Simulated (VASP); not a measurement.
Here is a VASP 6.6.1 calculation.

File POSCAR:

```
InAs
1.0
    0.0000000000      3.0577150807      3.0577150807
    3.0577150807      0.0000000000      3.0577150807
    3.0577150807      3.0577150807      0.0000000000
In As
1 1
Direct
    0.0000000000      0.0000000000      0.0000000000
    0.7500000000      0.7500000000      0.7500000000
```

File INCAR.step1:

```
SYSTEM = InAs
  ALGO = Normal
  EDIFF = 1E-5
  ENCUT = 440
  GGA = PE
  GGA_COMPAT = .FALSE.
  ISIF = 2
  ISMEAR = -1
  LASPH = .TRUE.
  LREAL = .FALSE.
  LWAVE = .TRUE.
  NBANDS = 21
  NELM = 120
  PREC = Accurate
  SIGMA = 0.05
```

File INCAR.step2:

```
SYSTEM = InAs
  AEXX = 0.5
  ALGO = Normal
  EDIFF = 1E-6
  ENCUT = 440
  GGA_COMPAT = .FALSE.
  ISIF = 2
  ISMEAR = -1
  ISTART = 1
  LASPH = .TRUE.
  LCHARG = .TRUE.
  LELF = .TRUE.
  LHFCALC = .TRUE.
  LMIXTAU = .TRUE.
  LREAL = .FALSE.
  LVHAR = .TRUE.
  LWAVE = .FALSE.
  METAGGA = R2SCAN
  NBANDS = 21
  NELM = 120
  PREC = Accurate
  PRECFOCK = Normal
  SIGMA = 0.05
```

The input KPOINTS:

```
k-points
0
G
  4 4 4
  0 0 0
```

Potentials or basis: VASP PAW PBE potentials, release 64 (In_d, As_d).

Command:

```sh
$ cat potpaw_PBE.64/In_d/POTCAR potpaw_PBE.64/As_d/POTCAR > POTCAR
$ cp INCAR.step1 INCAR
$ mpirun -np 1 vasp_std > vasp.out
$ cp INCAR.step2 INCAR
$ mpirun -np 1 vasp_std > vasp.out
```

(1) What does it give for the pressure?

(2) Predict the band gap on the k mesh.

## Answers

(1) -2.6 GPa.

(2) 2.61 eV.

Caveat: the k points lie up to 0.44 Å⁻¹ apart; the PAW data sets were made with another functional, which shifts forces and pressure a little; spin-orbit coupling is left out, which moves the levels of the heavy elements.
